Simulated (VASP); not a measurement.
Input of a VASP 6.6.1 run:

The input INCAR:

```
PREC = Accurate
ENCUT = 520
EDIFF = 1E-6
ISMEAR = 0
SIGMA = 0.1
LREAL = False
LASPH = True
NELM = 60
ALGO = Normal
ISIF = 2
LWAVE = False
LCHARG = True
GGA = PS
LELF = True
LVHAR = True
NBANDS = 24
```

The input KPOINTS:

```
regular mesh
0
Gamma
  16 16 12
```

The input POSCAR:

```
TaN
1.0
    2.1878447014      2.1878447014      0.0000000000
   -2.1878447014      2.1878447014      0.0000000000
    0.0000000000      0.0000000000      4.4413247438
Ta N
2 2
Direct
    0.5000000000      0.5000000000      0.0000000000
    0.0000000000      0.0000000000      0.5000000000
    0.0000000000      0.0000000000      0.0000000000
    0.5000000000      0.5000000000      0.5000000000
```

Potentials or basis: VASP PAW PBE potentials, release 64 (Ta_pv, N).

Run with:

```sh
$ cat potpaw_PBE.64/Ta_pv/POTCAR potpaw_PBE.64/N/POTCAR > POTCAR
$ mpirun -np 1 vasp_std > vasp.out
```

Task: What does it give for the band gap on the k mesh?

Result: Zero (bands 16 and 17 overlap by 3.92 eV).

Task: What does it give for the pressure?

Result: -4.1 GPa.

Stress tensor (GPa, compression positive):
```
-1.55  0.00  0.00
 0.00 -1.55  0.00
 0.00  0.00 -9.06
```

Caveat: the cell differs from its parent crystal (strain along c alone, the other axes held: +1.5 %); the stress differs along the axes, from -9 to -2 GPa; the PAW data sets were made with another functional, which shifts forces and pressure a little; spin-orbit coupling is left out, which moves the levels of the heavy elements.
